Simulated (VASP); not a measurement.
A run of VASP 6.6.1:

The input INCAR:

```
PREC = Accurate
ENCUT = 520
EDIFF = 1E-6
ISMEAR = 0
SIGMA = 0.1
LREAL = False
LASPH = True
NELM = 150
ALGO = Normal
ISIF = 2
LWAVE = False
LCHARG = False
ISPIN = 2
MAGMOM = 2.73 0.35
LORBIT = 11
LMAXMIX = 4
GGA = PE
ISYM = 0
NBANDS = 18
```

Contents of KPOINTS:

```
regular mesh
0
Gamma
  13 13 14
```

Contents of POSCAR:

```
CoO
1.0
    2.9981046170      0.0000000000      0.0000000000
    1.4811032101      2.6067152848      0.0000000000
    0.0358981969     -1.7238826708      2.4526661313
Co O
1 1
Direct
    0.0000000000      0.0000000000      0.0000000000
    0.5000000000      0.0000000000      0.5000000000
```

Potentials or basis: VASP PAW PBE potentials, release 64 (Co, O).

Command:

```console
$ cat potpaw_PBE.64/Co/POTCAR potpaw_PBE.64/O/POTCAR > POTCAR
$ mpirun -np 1 vasp_std > vasp.out
```

Hardware: 1 thread of Oxide Virtual Turin-like Processor, with other jobs on the host.

Problem. How long does it take, and how much memory?

Solution. Wall time 28 min on 1 thread of Oxide Virtual Turin-like Processor (shared host), peak memory 0.64 GiB. Counts: scf iterations 19, k points 1184.
